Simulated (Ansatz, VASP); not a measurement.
**LiGeN: VASP beside Ansatz**

File POSCAR:

```
LiGeN
1.0
    2.9870692135      0.0000000000      0.0000000000
   -1.4935346068      2.5868778218      0.0000000000
    0.0000000000      0.0000000000      9.3530577400
Li Ge N
2 2 2
Direct
    0.6666666667      0.3333333333      0.7431798159
    0.3333333333      0.6666666667      0.2431798159
    0.0000000000      0.0000000000      0.4988273199
    0.0000000000      0.0000000000      0.9988273199
    0.3333333333      0.6666666667      0.6026308642
    0.6666666667      0.3333333333      0.1026308642
```

Contents of INCAR.step1:

```
SYSTEM = LiGeN
PREC = Accurate
ENCUT = 520
ISMEAR = 0
SIGMA = 0.01
LREAL = .FALSE.
LASPH = .TRUE.
NELM = 60
NBANDS = 31
GGA = PE
ALGO = Normal
EDIFF = 1E-4
LWAVE = .TRUE.
LCHARG = .FALSE.
```

File INCAR.step2:

```
SYSTEM = LiGeN
PREC = Accurate
ENCUT = 520
EDIFF = 1E-6
ISMEAR = 0
SIGMA = 0.01
LREAL = .FALSE.
LASPH = .TRUE.
NELM = 60
ALGO = Normal
ISIF = 2
LWAVE = .FALSE.
LCHARG = .FALSE.
METAGGA = R2SCAN
LMIXTAU = .TRUE.
NBANDS = 31
ISTART = 1
```

The input KPOINTS:

```
Automatic mesh
0
G
  12 12 4
  0 0 0
```

Input for Ansatz:

```yaml
crystal:
  lattice:
    - [2.9870692135, 0.0, 0.0]
    - [-1.4935346068, 2.5868778218, 0.0]
    - [0.0, 0.0, 9.35305774]
  atoms:
    - { symbol: Li, position: [0.6666666667, 0.3333333333, 0.7431798159] }
    - { symbol: Li, position: [0.3333333333, 0.6666666667, 0.2431798159] }
    - { symbol: Ge, position: [0.0, 0.0, 0.4988273199] }
    - { symbol: Ge, position: [0.0, 0.0, 0.9988273199] }
    - { symbol: "N", position: [0.3333333333, 0.6666666667, 0.6026308642] }
    - { symbol: "N", position: [0.6666666667, 0.3333333333, 0.1026308642] }
kpoints:
  mp_grid: { grid: [12, 12, 4] }
  band_path:
    path:
      - [0.0, 0.0, 0.0]
      - [0.5, 0.0, 0.0]
      - [0.3333333333, 0.3333333333, 0.0]
      - [0.0, 0.0, 0.5]
      - [0.5, 0.0, 0.5]
      - [0.3333333333, 0.3333333333, 0.5]
      - [0.151042, 0.151042, 0.0]
      - [0.0, 0.5, 0.0]
      - [0.45, 0.0, 0.0]
    npoints: 1
hamiltonian:
  xc: r2scan
scf:
  occupations: { method: fixed }
  n_extra_bands: 5
output:
  forces: true
  stress: true
  eigenvalues: true
```

Alike in both runs: task single point; functional r2SCAN; k mesh 12 × 12 × 4; no spin polarisation.

|  | VASP | Ansatz |
| --- | --- | --- |
| version | VASP 6.6.1 | Ansatz 0.2.0 |
| potentials or method | VASP PAW PBE potentials, release 64 (Li_sv, Ge_d, N) | plane waves, PAW |
| plane-wave cutoff (eV) | 520 | 500 |
| occupations | gaussian, width 0.01 eV | fixed |
| valence electrons in the cell | 44 | 44 |

|  | VASP | Ansatz | Ansatz less VASP |
| --- | --- | --- | --- |
| gap on the k mesh at the Fermi level (eV) | 1.86 | 1.84 | -0.014 |
| rms of the force components (eV/Å) | 0.038 | 0.001 | -0.0365 |

VASP's potentials were made for PBE, not for r2SCAN. Atom by atom the forces differ by 0.038 eV/Å (rms over components).

Noted on VASP's run: the cutoff is under 1.25 times that of the potentials, so the pressure is a little rough.
